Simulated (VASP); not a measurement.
# Na (Fm-3m) in VASP: a series of runs

Na is run at these levels: PBEsol; tasks: relaxation of cell and atoms.

Program: VASP 6.6.1. These are calculated values, not measurements. Logs are shortened: lines on timing, memory, paths and dates and some standing lists are left out, and cuts for length are marked.

## Step 1: The cell of the first run

The structure is cubic, space group Fm-3m (No. 225). Conventional cell: a = 5.390 Å, b = 5.390 Å, c = 5.390 Å, α = 90.00°, β = 90.00°, γ = 90.00°. Na (site symmetry m-3m) has 12 Na at 3.81 Å within 5.0 Å.

This isn't the form of Na at room conditions, which is bcc.

## Step 2: Relaxation of cell and atoms, PBEsol, target pressure 10 GPa, at which the enthalpy is minimised

The input, INCAR:

```
SYSTEM = Na
PREC     = Accurate       ! precision mode
ENCUT    = 500            ! plane-wave cutoff, eV
EDIFF    = 1E-7           ! SCF threshold, eV
ISMEAR   = 1              ! smearing method
SIGMA    = 0.05           ! smearing width, eV
LREAL    = .FALSE.        ! projectors in reciprocal space
LASPH    = .TRUE.         ! aspherical terms in the spheres
NELM     = 120            ! most SCF steps
ALGO     = Normal         ! electronic algorithm
ISIF     = 3              ! what is computed and relaxed
LWAVE    = .FALSE.        ! write WAVECAR
LCHARG   = .FALSE.        ! write CHGCAR
GGA      = PS             ! functional
IBRION   = 2              ! ionic algorithm
NSW      = 50             ! ionic steps
EDIFFG   = -0.01          ! ionic threshold
PSTRESS  = 100.0        
GGA_COMPAT= .FALSE.      
NELMIN   = 4
```

The input, KPOINTS:

```
Automatic mesh
0
G
  13 13 13
  0 0 0
```

The input, POSCAR:

```
Na
1.0
    0.0000000000      2.6950000000      2.6950000000
    2.6950000000      0.0000000000      2.6950000000
    2.6950000000      2.6950000000      0.0000000000
Na
1
Direct
    0.0000000000      0.0000000000      0.0000000000
```

Potentials or basis: VASP PAW PBE potentials, release 64 (Na_pv).

The run is started by

```bash
> cat potpaw_PBE.64/Na_pv/POTCAR > POTCAR
> mpirun -np 1 vasp_std > vasp.out
```

OUTCAR:

```text
SYSTEM = Na
   PREC = Accurate
   ENCUT = 500
   EDIFF = 1E-7
   ISMEAR = 1
   LREAL = .FALSE.
   LASPH = .TRUE.
   NELM = 120
   ISIF = 3
   GGA = PS
   IBRION = 2
   NSW = 50
   EDIFFG = -0.01
   PSTRESS = 100.0
   NELMIN = 4

 ion  position               nearest neighbor table
   1  0.000  0.000  0.000-

  LATTYP: Found a face centered cubic cell.
 ALAT       =     5.3900000000

  Lattice vectors:

 A1 = (   0.0000000000,   2.6950000000,   2.6950000000)
 A2 = (   2.6950000000,   0.0000000000,   2.6950000000)
 A3 = (   2.6950000000,   2.6950000000,   0.0000000000)

Analysis of symmetry for initial positions (statically):
=====================================================================
 Subroutine PRICEL returns:
 Original cell was already a primitive cell.

 Routine SETGRP: Setting up the symmetry group for a
 face centered cubic supercell.

 Subroutine GETGRP returns: Found 48 space group operations
 (whereof 48 operations were pure point group operations)
 out of a pool of 48 trial point group operations.

The static configuration has the point symmetry O_h .

Analysis of symmetry for dynamics (positions and initial velocities):
=====================================================================
 Subroutine PRICEL returns:
 Original cell was already a primitive cell.

 Routine SETGRP: Setting up the symmetry group for a
 face centered cubic supercell.

 Subroutine GETGRP returns: Found 48 space group operations
 (whereof 48 operations were pure point group operations)
 out of a pool of 48 trial point group operations.

The dynamic configuration has the point symmetry O_h .

 Subroutine INISYM returns: Found 48 space group operations
 (whereof 48 operations are pure point group operations),
 and found     1 'primitive' translations

----------------------------------------------------------------------------------------

                                     Primitive cell

  volume of cell :      39.1477

  direct lattice vectors                    reciprocal lattice vectors
     0.000000000  2.695000000  2.695000000    -0.185528757  0.185528757  0.185528757
     2.695000000  0.000000000  2.695000000     0.185528757 -0.185528757  0.185528757
     2.695000000  2.695000000  0.000000000     0.185528757  0.185528757 -0.185528757

  length of vectors
     3.811305551  3.811305551  3.811305551     0.321345233  0.321345233  0.321345233

  position of ions in fractional coordinates (direct lattice)
     0.000000000  0.000000000  0.000000000

  ion indices of the primitive-cell ions
   primitive index   ion index
                 1           1

----------------------------------------------------------------------------------------

 KPOINTS: Automatic mesh

Automatic generation of k-mesh.
 Grid dimensions read from file:
 generate k-points for:   13   13   13

 Generating k-lattice:

  Cartesian coordinates                     Fractional coordinates (reciprocal lattice)
    -0.014271443  0.014271443  0.014271443     0.076923077  0.000000000  0.000000000
     0.014271443 -0.014271443  0.014271443     0.000000000  0.076923077  0.000000000
     0.014271443  0.014271443 -0.014271443     0.000000000  0.000000000  0.076923077

  Length of vectors
     0.024718864  0.024718864  0.024718864

  Shift w.r.t. Gamma in fractional coordinates (k-lattice)
     0.000000000  0.000000000  0.000000000

 Subroutine IBZKPT returns following result:
 ===========================================

 Found     84 irreducible k-points:

 Following reciprocal coordinates:
            Coordinates               Weight
  0.000000  0.000000  0.000000      1.000000
  0.076923  0.000000  0.000000      8.000000
  0.153846  0.000000  0.000000      8.000000
  0.230769  0.000000  0.000000      8.000000
  0.307692  0.000000  0.000000      8.000000
  0.384615  0.000000  0.000000      8.000000
[... 16 lines left out ...]
  0.384615  0.153846  0.000000     24.000000
  0.461538  0.153846  0.000000     24.000000
 [... further k-points ...]
   k-points           NKPTS =     84   k-points in BZ     NKDIM =     84   number of bands    NBANDS=      7
   number of dos      NEDOS =    301   number of ions     NIONS =      1
   total plane-waves  NPLWV =  21952
   dimension x,y,z NGX =    28 NGY =   28 NGZ =   28
   dimension x,y,z NGXF=    56 NGYF=   56 NGZF=   56
   ions per type =               1
   NGX,Y,Z   is equivalent  to a cutoff of  12.21, 12.21, 12.21 a.u.
   NGXF,Y,Z  is equivalent  to a cutoff of  24.43, 24.43, 24.43 a.u.
 SYSTEM =  Na
   PREC   = accura    normal or accurate (medium, high low for compatibility)
   ISTART =      0    job   : 0-new  1-cont  2-samecut
   ICHARG =      2    charge: 1-file 2-atom 10-const
   ISPIN  =      1    spin polarized calculation?
   LNONCOLLINEAR =      F non collinear calculations
   LSORBIT =      F    spin-orbit coupling
   LASPH  =      T    aspherical Exc in radial PAW
   ENCUT  =  500.0 eV  36.75 Ry    6.06 a.u.   6.95  6.95  6.95*2*pi/ulx,y,z
   NELM   =    120;   NELMIN=  4; NELMDL= -5     # of ELM steps
   EDIFF  = 0.1E-06   stopping-criterion for ELM
   LREAL  =      F    real-space projection
   EDIFFG = -.1E-01   stopping-criterion for IOM
   NSW    =     50    number of steps for IOM
   IBRION =      2    ionic relax: 0-MD 1-quasi-New 2-CG
   NFREE  =      1    steps in history (QN), initial steepest desc. (CG)
   ISIF   =      3    stress and relaxation
   ISYM   =      2    0-nonsym 1-usesym 2-fastsym
   POTIM  = 0.5000    time-step for ionic-motion
   TEBEG  =    0.0;   TEEND  =   0.0 temperature during run
   PSTRESS=  100.0 pullay stress
   NELECT =       7.0000    total number of electrons
   NUPDOWN=      -1.0000    fix difference up-down
   EMIN   =  10.00;   EMAX   =-10.00  energy-range for DOS
   EFERMI =   0.00;   METHOD = LEGACY
   ISMEAR =     1;   SIGMA  =   0.05  broadening in eV -4-tet -1-fermi 0-gaus
   EFERMI_NEDOS =   21; number of points for ismear=-14 and -15
   IALGO  =     38    algorithm
   IMIX   =      4    mixing-type and parameters
     AMIX     =   0.40;   BMIX     =  1.00
     AMIX_MAG =   1.60;   BMIX_MAG =  1.00
  volume/ion in A,a.u.               =      39.15       264.18
  Fermi-wavevector in a.u.,A,eV,Ry     =   0.922300  1.742894 11.573616  0.850637
  Thomas-Fermi vector in A             =   2.047811
   LORBIT       =      0    0 simple, 1 ext, 2 COOP (PROOUT), +10 PAW based schemes
   GGA     = PS    functional components
   LHFCALC =     F    Hartree Fock is set to
   AEXX    =    0.0000 exact exchange contribution
   IVDW    =     0    specifies the selected vdW correction
   LEPSILON=     F    determine dielectric tensor
   LRPA    =     F    only Hartree local field effects (RPA)
 conjugate gradient relaxation of ions
 non-spin polarized calculation
 Methfessel and Paxton  Order N= 1 SIGMA  =   0.05
  energy-cutoff  :      500.00
  volume of cell :       39.15
 maximum number of plane-waves:      1010
   NGX = 13   NGY = 13   NGZ = 13

--------------------------------------- Ionic step        1  -------------------------------------------

 number of electron       6.9999996 magnetization

 Free energy of the ion-electron system (eV)
  ---------------------------------------------------
  ext. energy  EPLUGINS =         0.00000000
  ---------------------------------------------------
  free energy    TOTEN  =        -1.39226315 eV

  energy without entropy =       -1.39191707  energy(sigma->0) =       -1.39214779

------------------------ aborting loop because EDIFF is reached ----------------------------------------

  FORCE on cell =-STRESS in cart. coord.  units (eV):
  Direction    XX          YY          ZZ          XY          YZ          ZX
  --------------------------------------------------------------------------------------
  -------------------------------------------------------------------------------------
  Total       -0.1268161     -0.1268161     -0.1268161      0.0000000     -0.0000000     -0.0000000
  in kB       -5.1901340     -5.1901340     -5.1901340      0.0000000     -0.0000000     -0.0000000
  external PRESSURE =    -105.1901340 kB  Pullay stress =     100.0000000 kB
[... 90 lines left out ...]
  FREE ENERGIE OF THE ION-ELECTRON SYSTEM (eV)
  ---------------------------------------------------
  free  energy   TOTEN  =        -1.1450800268 eV

  energy  without entropy=       -1.1446682991  energy(sigma->0) =       -1.14494278

  enthalpy is  TOTEN    =         0.2796763339 eV   P V=        1.4247563608

[... ionic steps 4 to 14 ...]

--------------------------------------- Ionic step       15  -------------------------------------------

 number of electron       7.0000004 magnetization

------------------------ aborting loop because EDIFF is reached ----------------------------------------

  FORCE on cell =-STRESS in cart. coord.  units (eV):
  Direction    XX          YY          ZZ          XY          YZ          ZX
  --------------------------------------------------------------------------------------
  -------------------------------------------------------------------------------------
  Total        1.3478138      1.3478138      1.3478138     -0.0000000      0.0000000      0.0000000
  in kB       97.4708405     97.4708405     97.4708405     -0.0000000      0.0000000      0.0000000
  external PRESSURE =      -2.5291595 kB  Pullay stress =     100.0000000 kB
[... 59 lines left out ...]
  enthalpy is  TOTEN    =         0.2761875368 eV   P V=        1.3805807240

--------------------------------------- Ionic step       17  -------------------------------------------

 number of electron       7.0000005 magnetization

 Free energy of the ion-electron system (eV)
  ---------------------------------------------------
  ext. energy  EPLUGINS =         0.00000000
  ---------------------------------------------------
  free energy    TOTEN  =        -1.10004926 eV

  energy without entropy =       -1.09963716  energy(sigma->0) =       -1.09991189

 E-fermi :   2.3493     XC(G=0):  -8.0674

 val. band max:        2.3479116784   @ k =  -0.3077   0.2308   0.0769
 cond. band min:       2.3633610476   @ k =   0.4615   0.3846   0.0769
 fundamental gap:      0.0154493691
 Fermi energy:         2.3492720235

 k-point     1 :       0.0000    0.0000    0.0000
  band No.  band energies     occupation
      1     -22.3181      2.00000
      2     -22.3181      2.00000
      3     -22.3181      2.00000
      4      -2.2738      2.00000
      5      16.8960      0.00000
      6      16.8960      0.00000
      7      16.8960      0.00000
[... 221 lines left out ...]
 k-point    24 :       0.4615    0.1538    0.0000
  band No.  band energies     occupation
      1     -22.4932      2.00000
      2     -22.3642      2.00000
      3     -22.3527      2.00000
      4       2.0188      2.00000
      5       5.8925      0.00000
      6      12.2247      0.00000
      7      14.2406      0.00000

 [... further k-points ...]

------------------------ aborting loop because EDIFF is reached ----------------------------------------

  FORCE on cell =-STRESS in cart. coord.  units (eV):
  Direction    XX          YY          ZZ          XY          YZ          ZX
  --------------------------------------------------------------------------------------
  -------------------------------------------------------------------------------------
  Total        1.3697310      1.3697310      1.3697310      0.0000000      0.0000000      0.0000000
  in kB       99.5316823     99.5316823     99.5316823      0.0000000      0.0000000      0.0000000
  external PRESSURE =      -0.4683177 kB  Pullay stress =     100.0000000 kB
[... 16 lines left out ...]
  FREE ENERGIE OF THE ION-ELECTRON SYSTEM (eV)
  ---------------------------------------------------
  free  energy   TOTEN  =        -1.1000492558 eV

  energy  without entropy=       -1.0996371623  energy(sigma->0) =       -1.09991189

  enthalpy is  TOTEN    =         0.2761266438 eV   P V=        1.3761758996

 reached required accuracy - stopping structural energy minimisation
```

It took 51 s on 1 thread of Intel Xeon 6975P-C (Granite Rapids), shared host; peak memory 0.16 GiB.

What came out:

```
Free energy                                                : -1.1000 eV
Relaxed volume                                             : 22.05 Å³/atom
Relaxed cell                                               : a = 3.148 Å, b = 3.148 Å, c = 3.148 Å, α = 60.00°, β = 60.00°, γ = 60.00°
Space group after relaxing (to 0.1 Å)                      : Fm-3m (No. 225)
Energy change on relaxing (the run minimises the enthalpy) : +292.2 meV/atom
Ionic steps                                                : 17
Pressure after relaxing                                    : 10.0 GPa
Band gap on the k mesh                                     : zero (an odd number of electrons rules out a gap without spin polarisation)
```

The path:
| step | energy change (eV) | largest force (eV/Å) | pressure (GPa) | volume (Å³) |
| --- | --- | --- | --- | --- |
| 1 | 0.0000 | 0.0000 | -0.52 | 39.15 |
| 2 | 0.1072 | 0.0000 | 4.56 | 26.32 |
| 3 | 0.2472 | 0.0000 | 8.64 | 22.83 |
| 4 | 0.3003 | 0.0000 | 10.14 | 21.92 |
| 5 | 0.2829 | 0.0000 | 9.66 | 22.20 |
| 6 | 0.2830 | 0.0000 | 9.67 | 22.20 |
| 7 | 0.2836 | 0.0000 | 9.68 | 22.19 |
| 8 | 0.2836 | 0.0000 | 9.68 | 22.19 |
| 9 | 0.2836 | 0.0000 | 9.68 | 22.19 |
| 10 | 0.2836 | 0.0000 | 9.68 | 22.19 |
| 11 | 0.2837 | 0.0000 | 9.68 | 22.19 |
| 12 | 0.2838 | 0.0000 | 9.69 | 22.19 |
| 13 | 0.2841 | 0.0000 | 9.70 | 22.18 |
| 14 | 0.2846 | 0.0000 | 9.71 | 22.17 |
| 15 | 0.2857 | 0.0000 | 9.75 | 22.15 |
| 16 | 0.2879 | 0.0000 | 9.82 | 22.12 |
| 17 | 0.2922 | 0.0000 | 9.95 | 22.05 |

Final structure:
```xyz
1
Lattice="0.0000 2.2256 2.2256 2.2256 0.0000 2.2256 2.2256 2.2256 0.0000" Properties=species:S:1:pos:R:3 pbc="T T T"
Na    0.0000    0.0000    0.0000
```

Caveat: the cell is relaxed towards a set pressure, so the run minimises the enthalpy, not the energy; the volume moved by over 15 % at a fixed basis, so the end points are rough; the PAW data sets were made with another functional, which shifts forces and pressure a little.

[end of part 1 of 3]
